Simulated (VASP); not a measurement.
Bi2Te2O:

```
Bi Te O
1.0
     2.05000    1.18357    9.16667
    -2.05000    1.18357    9.16667
     0.00000   -2.36714    9.16667
Bi Te O
2 2 1
Cartesian
  0.0000 0.0000 17.1325
  0.0000 0.0000 10.3675
  0.0000 0.0000 21.5600
  0.0000 0.0000 5.9400
  0.0000 0.0000 0.0000
```

```yaml
Program: VASP 6.6.1
Task: relaxation of cell and atoms
Functional: PBE
Potentials_or_basis: VASP PAW PBE potentials, release 64 (Bi_d, Te, O)
Cutoff: 600 eV
k_mesh: 3 × 3 × 3
Occupations: gaussian, width 0.15 eV
Spin: no spin polarisation
```

At the start: pressure 1.4 GPa; volume 26.69 Å³/atom.

Task: How do energy, volume and symmetry change on relaxing?

Result: Over 8 steps the energy falls by 75.0 meV/atom and the volume is 27.68 Å³/atom (+3.7 %); space group R-3m (No. 166, to 0.1 Å) before and after.

Step by step:
```
step  energy change (eV)  largest force (eV/Å)  pressure (GPa)  volume (Å³)
   1              0.0000                1.7622            1.36       133.45
   2             -0.3281                0.6559           -0.14       137.79
   3             -0.3642                0.1581           -0.60       139.90
   4             -0.3641                0.1881           -0.60       139.77
   5             -0.3675                0.1828            0.52       137.53
   6             -0.3685                0.1279            0.15       138.26
   7             -0.3711                0.1105            0.10       138.29
   8             -0.3748                0.0583           -0.06       138.39
```

Final structure:
```
CELL_PARAMETERS angstrom
2.11087 1.21871 8.96575
-2.11087 1.21871 8.96575
0.00000 -2.43742 8.96575
ATOMIC_POSITIONS crystal
Bi 0.61722 0.61722 0.61722
Bi 0.38278 0.38278 0.38278
Te 0.78306 0.78306 0.78306
Te 0.21694 0.21694 0.21694
O 0.00000 0.00000 0.00000
```

Caveat: the k points lie up to 0.58 Å⁻¹ apart in the final cell; the relaxation stopped at a loose force limit of 0.08 eV/Å, so its end isn't a converged minimum.
